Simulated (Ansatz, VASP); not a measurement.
## ZnS in VASP and in Ansatz

```
Zn S
1.0
     3.81100    0.00000    0.00000
    -1.90550    3.30042    0.00000
     0.00000    0.00000    6.23400
Zn S
2 2
Direct
  0.33333 0.66667 0.00000
  0.66667 0.33333 0.50000
  0.33333 0.66667 0.40906
  0.66667 0.33333 0.88500
```

Alike in both runs: task single point; functional r2SCAN; k mesh 6 × 6 × 4; occupations gaussian, width 0.05 eV; no spin polarisation.

|  | VASP | Ansatz |
| --- | --- | --- |
| version | VASP 6.6.1 | Ansatz 0.2.0 |
| potentials or method | VASP PAW PBE potentials, release 64 (Zn, S), cutoff 520 eV | scalar-relativistic, plane waves, PAW |
| valence electrons in the cell | 36 | 36 |

```csv
,VASP,Ansatz,Ansatz less VASP
gap on the k mesh at the Fermi level (eV),2.81,2.80,-0.009
least direct gap on the mesh (eV),2.81,2.80,-0.009
pressure (GPa),0.8,0.8,-0.05
"traceless stress, the component that is largest in VASP (GPa)",-2.40,-2.38,+0.023
rms of the force components (eV/Å),0.432,0.429,-0.0028
```

VASP's potentials were made for PBE, not for r2SCAN. Atom by atom the forces differ by 0.004 eV/Å (rms over components). The functional is the same, so the differences come from potentials, cutoffs and numerics.
